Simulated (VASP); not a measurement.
Runs of VASP 6.6.1 on La2O3. The structure is that of space group P-3m1 (No. 164), or close to it. The cells are those of the table. 

```tsv
cell	gap on the mesh (eV)	pressure (GPa)	largest force (eV/Å)
a = 3.878, b = 3.878, c = 6.029 Å, angles 90.0, 90.0, 120.0°, 5 atoms	3.87	7.7	0.33
a = 3.767, b = 3.767, c = 5.857 Å, angles 90.0, 90.0, 120.0°, 5 atoms	3.82	24.5	(c)
a = 3.823, b = 3.823, c = 5.944 Å, angles 90.0, 90.0, 120.0°, 5 atoms	3.87	15.2	0.70
a = 3.983, b = 3.983, c = 6.192 Å, angles 90.0, 90.0, 120.0°, 5 atoms	3.80	-3.3	0.28
a = 4.033, b = 4.033, c = 6.271 Å, angles 90.0, 90.0, 120.0°, 5 atoms	3.73	-7.3	0.52
a = 4.082, b = 4.082, c = 6.347 Å, angles 90.0, 90.0, 120.0°, 5 atoms	(a)	-10.6	0.72
a = 3.931, b = 3.931, c = 6.112 Å, angles 90.0, 90.0, 120.0°, 5 atoms	(b)	1.6	0.01
```

Alike in all rows: task single point; level PBE; potentials or basis VASP PAW PBE potentials, release 64 (La, O); no spin polarisation; k mesh 6 × 6 × 4; cutoff (eV) 520; smearing gaussian 0.01 eV.

Q: Fill in the values left out.

A: (a) 3.65; (b) 3.86; (c) 1.14.

Caveats: spin-orbit coupling is left out, which moves the levels of the heavy elements; forces of over 1 eV/Å act on the atoms, so gaps and moduli don't describe the material at rest (some runs).

A k mesh can miss the band edges, and the runs leave out spin-orbit coupling on La.
